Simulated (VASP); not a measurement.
# Al2GaN3 (Imm2) in VASP: single point with r2SCAN+rVV10

Aim: the single point of Al2GaN3 with r2SCAN+rVV10.

All numbers are computed with VASP 6.6.1; they aren't measurements. Logs are shortened: lines on timing, memory, paths and dates and some standing lists are left out, and cuts for length are marked.

### Step 1. The cell of the first run

The structure is orthorhombic, space group Imm2 (No. 44). The conventional cell has a = 3.116 Å, b = 9.347 Å, c = 4.402 Å, α = 90.00°, β = 90.00°, γ = 90.00°. Al (site symmetry m) has 4 N at 1.88 to 1.89 Å within 2.5 Å. Within 2.6 Å of Ga (site symmetry mm2) lie 4 N at 1.94 to 1.95 Å. N (site symmetry m) has 3 Al at 1.89 Å and 1 Ga at 1.95 Å within 2.5 Å. N (site symmetry mm2) has 2 Al at 1.88 Å and 2 Ga at 1.94 Å within 2.5 Å.

### Step 2. Single point, r2SCAN+rVV10

POSCAR

```
Al2GaN3
1.0
   -1.5582424504      4.6732719717      2.2011563089
    1.5582424504     -4.6732719717      2.2011563089
    1.5582424504      4.6732719717     -2.2011563089
Al Ga N
2 1 3
Direct
    0.4193490841      0.2517945029      0.1675545812
    0.0842399217      0.2517945029      0.8324454188
    0.7511264121      0.2511264121      0.5000000000
    0.3242622770     -0.0050005813      0.3292628583
    0.6657365604     -0.0050005813      0.6707371417
    0.0142837347      0.0142837347      0.0000000000
```

INCAR.step1

```
SYSTEM = Al2GaN3
ALGO     = Normal         ! electronic algorithm
EDIFF    = 1E-4           ! SCF threshold, eV
ENCUT    = 520            ! plane-wave cutoff, eV
GGA      = PE             ! functional
ISMEAR   = -1             ! smearing method
LASPH    = .TRUE.         ! aspherical terms in the spheres
LCHARG   = .FALSE.        ! write CHGCAR
LREAL    = .FALSE.        ! projectors in reciprocal space
LWAVE    = .TRUE.         ! write WAVECAR
NBANDS   = 26             ! bands
NELM     = 60             ! most SCF steps
PREC     = Accurate       ! precision mode
SIGMA    = 0.03           ! smearing width, eV
```

INCAR.step2

```
SYSTEM = Al2GaN3
ALGO     = Normal         ! electronic algorithm
BPARAM   = 11.95        
CPARAM   = 0.0093       
EDIFF    = 1E-7           ! SCF threshold, eV
ENCUT    = 520            ! plane-wave cutoff, eV
ISIF     = 2              ! what is computed and relaxed
ISMEAR   = -1             ! smearing method
ISTART   = 1            
IVDW_NL  = 2            
LASPH    = .TRUE.         ! aspherical terms in the spheres
LCHARG   = .FALSE.        ! write CHGCAR
LMIXTAU  = .TRUE.       
LREAL    = .FALSE.        ! projectors in reciprocal space
LUSE_VDW = .TRUE.       
LWAVE    = .FALSE.        ! write WAVECAR
METAGGA  = R2SCAN         ! meta-GGA
NBANDS   = 26             ! bands
NELM     = 60             ! most SCF steps
PREC     = Accurate       ! precision mode
SIGMA    = 0.03           ! smearing width, eV
```

KPOINTS

```
k-points
0
G
  12 12 12
  0 0 0
```

Potentials or basis: VASP PAW PBE potentials, release 64 (Al, Ga_d, N).

Command:

```sh
cat potpaw_PBE.64/Al/POTCAR potpaw_PBE.64/Ga_d/POTCAR potpaw_PBE.64/N/POTCAR > POTCAR
cp INCAR.step1 INCAR
mpirun -np 1 vasp_std > vasp.out
cp INCAR.step2 INCAR
mpirun -np 1 vasp_std > vasp.out
```

OUTCAR:

```text
SYSTEM = Al2GaN3
   BPARAM = 11.95
   EDIFF = 1E-7
   ENCUT = 520
   ISIF = 2
   ISMEAR = -1
   ISTART = 1
   IVDW_NL = 2
   LASPH = .TRUE.
   LREAL = .FALSE.
   METAGGA = R2SCAN
   NELM = 60
   PREC = Accurate

 ion  position               nearest neighbor table
   1  0.419  0.252  0.168-   6 1.88   4 1.89   5 1.89   5 1.89   2 3.11   2 3.11   2 3.11   2 3.11
                             3 3.11   3 3.12   3 3.12   3 3.12   3 3.12   2 3.13
   2  0.084  0.252  0.832-   6 1.88   5 1.89   4 1.89   4 1.89   1 3.11   1 3.11   1 3.11   1 3.11
                             3 3.11   3 3.12   3 3.12   3 3.12   3 3.12   1 3.13
   3  0.751  0.251  0.500-   6 1.94   6 1.94   4 1.95   5 1.95   2 3.11   1 3.11   1 3.12   2 3.12
                             2 3.12   1 3.12   1 3.12   1 3.12   2 3.12   2 3.12
   4  0.324  0.995  0.329-   1 1.89   2 1.89   2 1.89   3 1.95
   5  0.666  0.995  0.671-   2 1.89   1 1.89   1 1.89   3 1.95
   6  0.014  0.014  0.000-   1 1.88   2 1.88   3 1.94   3 1.94

  LATTYP: Found a body centered orthorhombic cell.
 ALAT       =     3.1164849008
 B/A-ratio  =     1.4125891053
 C/A-ratio  =     2.9990660122

  Lattice vectors:

 A1 = (   1.5582424504,  -4.6732719717,  -2.2011563089)
 A2 = (  -1.5582424504,  -4.6732719717,   2.2011563089)
 A3 = (  -1.5582424504,   4.6732719717,  -2.2011563089)

Analysis of symmetry for initial positions (statically):
=====================================================================
 Subroutine PRICEL returns:
 Original cell was already a primitive cell.

 Routine SETGRP: Setting up the symmetry group for a
 body centered orthorhombic supercell.

 Subroutine GETGRP returns: Found  4 space group operations
 (whereof  4 operations were pure point group operations)
 out of a pool of  8 trial point group operations.

The static configuration has the point symmetry C_2v.

Analysis of symmetry for dynamics (positions and initial velocities):
=====================================================================
 Subroutine PRICEL returns:
 Original cell was already a primitive cell.

 Routine SETGRP: Setting up the symmetry group for a
 body centered orthorhombic supercell.

 Subroutine GETGRP returns: Found  4 space group operations
 (whereof  4 operations were pure point group operations)
 out of a pool of  8 trial point group operations.

The dynamic configuration has the point symmetry C_2v.

 Subroutine INISYM returns: Found  4 space group operations
 (whereof  4 operations are pure point group operations),
 and found     1 'primitive' translations

----------------------------------------------------------------------------------------

                                     Primitive cell

  volume of cell :      64.1161

  direct lattice vectors                    reciprocal lattice vectors
    -1.558242450  4.673271972  2.201156309     0.000000000  0.106991419  0.227153337
     1.558242450 -4.673271972  2.201156309     0.320874329  0.000000000  0.227153337
     1.558242450  4.673271972 -2.201156309     0.320874329  0.106991419  0.000000000

  length of vectors
     5.395616698  5.395616698  5.395616698     0.251089231  0.393139890  0.338241775

  position of ions in fractional coordinates (direct lattice)
     0.419349084  0.251794503  0.167554581
     0.084239922  0.251794503  0.832445419
     0.751126412  0.251126412  0.500000000
     0.324262277  0.994999419  0.329262858
     0.665736560  0.994999419  0.670737142
     0.014283735  0.014283735  0.000000000

  ion indices of the primitive-cell ions
   primitive index   ion index
                 1           1
                 2           2
                 3           3
                 4           4
                 5           5
                 6           6

----------------------------------------------------------------------------------------

 KPOINTS: k-points

Automatic generation of k-mesh.
 Grid dimensions read from file:
 generate k-points for:   12   12   12

 Generating k-lattice:

  Cartesian coordinates                     Fractional coordinates (reciprocal lattice)
     0.000000000  0.008915952  0.018929445     0.083333333 -0.000000000  0.000000000
     0.026739527  0.000000000  0.018929445    -0.000000000  0.083333333  0.000000000
     0.026739527  0.008915952  0.000000000     0.000000000  0.000000000  0.083333333

  Length of vectors
     0.020924103  0.032761657  0.028186815

  Shift w.r.t. Gamma in fractional coordinates (k-lattice)
     0.000000000  0.000000000  0.000000000

 Subroutine IBZKPT returns following result:
 ===========================================

 Found    280 irreducible k-points:

 Following reciprocal coordinates:
            Coordinates               Weight
  0.000000  0.000000  0.000000      1.000000
  0.083333  0.000000 -0.000000      4.000000
  0.166667  0.000000 -0.000000      4.000000
  0.250000  0.000000 -0.000000      4.000000
  0.333333  0.000000 -0.000000      4.000000
  0.416667  0.000000 -0.000000      4.000000
[... 16 lines left out ...]
  0.250000  0.166667  0.000000      8.000000
  0.333333  0.166667  0.000000      8.000000
 [... further k-points ...]
   k-points           NKPTS =    280   k-points in BZ     NKDIM =    280   number of bands    NBANDS=     26
   number of dos      NEDOS =    301   number of ions     NIONS =      6
   total plane-waves  NPLWV =  64000
   dimension x,y,z NGX =    40 NGY =   40 NGZ =   40
   dimension x,y,z NGXF=    80 NGYF=   80 NGZF=   80
   ions per type =               2   1   3
   NGX,Y,Z   is equivalent  to a cutoff of  12.32, 12.32, 12.32 a.u.
   NGXF,Y,Z  is equivalent  to a cutoff of  24.65, 24.65, 24.65 a.u.
 SYSTEM =  Al2GaN3
   PREC   = accura    normal or accurate (medium, high low for compatibility)
   ISTART =      1    job   : 0-new  1-cont  2-samecut
   ICHARG =      0    charge: 1-file 2-atom 10-const
   ISPIN  =      1    spin polarized calculation?
   LNONCOLLINEAR =      F non collinear calculations
   LSORBIT =      F    spin-orbit coupling
   LASPH  =      T    aspherical Exc in radial PAW
   ENCUT  =  520.0 eV  38.22 Ry    6.18 a.u.  10.03 10.03 10.03*2*pi/ulx,y,z
   NELM   =     60;   NELMIN=  2; NELMDL=  0     # of ELM steps
   EDIFF  = 0.1E-06   stopping-criterion for ELM
   LREAL  =      F    real-space projection
   EDIFFG = 0.1E-05   stopping-criterion for IOM
   NSW    =      0    number of steps for IOM
   IBRION =     -1    ionic relax: 0-MD 1-quasi-New 2-CG
   NFREE  =      0    steps in history (QN), initial steepest desc. (CG)
   ISIF   =      2    stress and relaxation
   ISYM   =      2    0-nonsym 1-usesym 2-fastsym
   POTIM  = 0.5000    time-step for ionic-motion
   TEBEG  =    0.0;   TEEND  =   0.0 temperature during run
   PSTRESS=    0.0 pullay stress
   NELECT =      34.0000    total number of electrons
   NUPDOWN=      -1.0000    fix difference up-down
   EMIN   =  10.00;   EMAX   =-10.00  energy-range for DOS
   EFERMI =   0.00;   METHOD = LEGACY
   ISMEAR =    -1;   SIGMA  =   0.03  broadening in eV -4-tet -1-fermi 0-gaus
   EFERMI_NEDOS =   21; number of points for ismear=-14 and -15
   IALGO  =     38    algorithm
   IMIX   =      4    mixing-type and parameters
     AMIX     =   0.40;   BMIX     =  1.00
     AMIX_MAG =   1.60;   BMIX_MAG =  1.00
  volume/ion in A,a.u.               =      10.69        72.11
  Fermi-wavevector in a.u.,A,eV,Ry     =   1.325090  2.504058 23.889985  1.755864
  Thomas-Fermi vector in A             =   2.454577
   LORBIT       =      0    0 simple, 1 ext, 2 COOP (PROOUT), +10 PAW based schemes
   METAGGA = R2SCAN    functional components
   LHFCALC =     F    Hartree Fock is set to
   AEXX    =    0.0000 exact exchange contribution
   IVDW_NL    =     2    kernel type
   BPARAM     =11.9500
   IVDW    =     0    specifies the selected vdW correction
   LEPSILON=     F    determine dielectric tensor
   LRPA    =     F    only Hartree local field effects (RPA)
 non-spin polarized calculation
  energy-cutoff  :      520.00
  volume of cell :       64.12
 maximum number of plane-waves:      1754
   NGX = 21   NGY = 21   NGZ = 21

 number of electron      33.9999995 magnetization

 Free energy of the ion-electron system (eV)
  ---------------------------------------------------
  ext. energy  EPLUGINS =         0.00000000
  ---------------------------------------------------
  free energy    TOTEN  =       -59.39271610 eV

  energy without entropy =      -59.39271610  energy(sigma->0) =      -59.39271610

 E-fermi :   6.1894     XC(G=0): -11.9287

 val. band max:        5.5409080023   @ k =   0.0000   0.0000   0.0000
 cond. band min:       9.3711509181   @ k =   0.5000   0.5000   0.0000
 fundamental gap:      3.8302429158
 Fermi energy:         6.1893795803

 k-point     1 :       0.0000    0.0000    0.0000
  band No.  band energies     occupation
      1     -10.6272      2.00000
      2      -9.0100      2.00000
      3      -8.7582      2.00000
      4      -7.6635      2.00000
      5      -7.5738      2.00000
      6      -7.4744      2.00000
[... 18 lines left out ...]
     25      18.1513      0.00000
     26      18.2081      0.00000

 k-point     2 :       0.0833    0.0000   -0.0000
  band No.  band energies     occupation
      1     -10.5885      2.00000
      2      -9.0179      2.00000
      3      -8.7738      2.00000
      4      -7.6639      2.00000
      5      -7.5724      2.00000
      6      -7.4743      2.00000
[... 18 lines left out ...]
     25      18.1110      0.00000
     26      18.2408      0.00000

 k-point     3 :       0.1667    0.0000   -0.0000
  band No.  band energies     occupation
      1     -10.4749      2.00000
      2      -9.0416      2.00000
      3      -8.8184      2.00000
      4      -7.6651      2.00000
      5      -7.5683      2.00000
      6      -7.4740      2.00000
[... 572 lines left out ...]
 k-point    23 :       0.2500    0.1667    0.0000
  band No.  band energies     occupation
      1      -9.7334      2.00000
      2      -9.1065      2.00000
      3      -8.9621      2.00000
      4      -7.6343      2.00000
      5      -7.5254      2.00000
      6      -7.5023      2.00000
[... 18 lines left out ...]
     25      17.4631      0.00000
     26      18.0418      0.00000

 k-point    24 :       0.3333    0.1667    0.0000
  band No.  band energies     occupation
      1      -9.5691      2.00000
      2      -9.2098      2.00000
      3      -8.9777      2.00000
      4      -7.6275      2.00000
      5      -7.5222      2.00000
      6      -7.5024      2.00000
[... 18 lines left out ...]
     25      17.2764      0.00000
     26      17.8976      0.00000

 [... further k-points ...]

------------------------ aborting loop because EDIFF is reached ----------------------------------------

  FORCE on cell =-STRESS in cart. coord.  units (eV):
  Direction    XX          YY          ZZ          XY          YZ          ZX
  --------------------------------------------------------------------------------------
  -------------------------------------------------------------------------------------
  Total        0.0473614      0.0616785      0.0550544      0.0000000      0.0000000      0.0000000
  in kB        1.1834991      1.5412652      1.3757383      0.0000000      0.0000000      0.0000000
  external PRESSURE =       1.3668342 kB  Pullay stress =       0.0000000 kB

 VOLUME and BASIS-vectors are now :
 -----------------------------------------------------------------------------
  energy-cutoff  :      520.00
  volume of cell :       64.12
      direct lattice vectors                 reciprocal lattice vectors
    -1.558242450  4.673271972  2.201156309     0.000000000  0.106991419  0.227153337
     1.558242450 -4.673271972  2.201156309     0.320874329  0.000000000  0.227153337
     1.558242450  4.673271972 -2.201156309     0.320874329  0.106991419  0.000000000

 POSITION                                       TOTAL-FORCE (eV/Angst)
 -----------------------------------------------------------------------------------
     -0.00000      1.56606      1.10848         0.000000     -0.000994     -0.002321
      1.55824      3.10722     -1.09268         0.000000      0.000994     -0.002321
      0.00000      4.67327      1.10554         0.000000      0.000000      0.004521
      1.55824     -1.59580      2.17914        -0.000000     -0.061829     -0.044823
      1.55824      1.59580      2.17914        -0.000000      0.061829     -0.044823
      0.00000      0.00000      0.06288        -0.000000      0.000000      0.089768
 -----------------------------------------------------------------------------------
    total drift:                                0.000022      0.000140      0.010138

  FREE ENERGIE OF THE ION-ELECTRON SYSTEM (eV)
  ---------------------------------------------------
  free  energy   TOTEN  =       -59.3927161030 eV

  energy  without entropy=      -59.3927161030  energy(sigma->0) =      -59.39271610
```

Wall time 25 min (1 thread of Intel Xeon 6975P-C (Granite Rapids), shared host); peak memory 0.82 GiB.

What came out:

| Property | Result |
| --- | --- |
| Free energy | -59.3927 eV |
| Pressure | 0.1 GPa |
| Largest force | 0.090 eV/Å |
| Band gap on the k mesh | 3.83 eV (least direct gap 3.84 eV) |

Forces in eV/Å, atoms in the order of the input:
```
Al   0.000 -0.001 -0.002
Al   0.000  0.001 -0.002
Ga   0.000  0.000  0.005
N    0.000 -0.062 -0.045
N    0.000  0.062 -0.045
N    0.000  0.000  0.090
```

Caveat: the PAW data sets were made with another functional, which shifts forces and pressure a little.
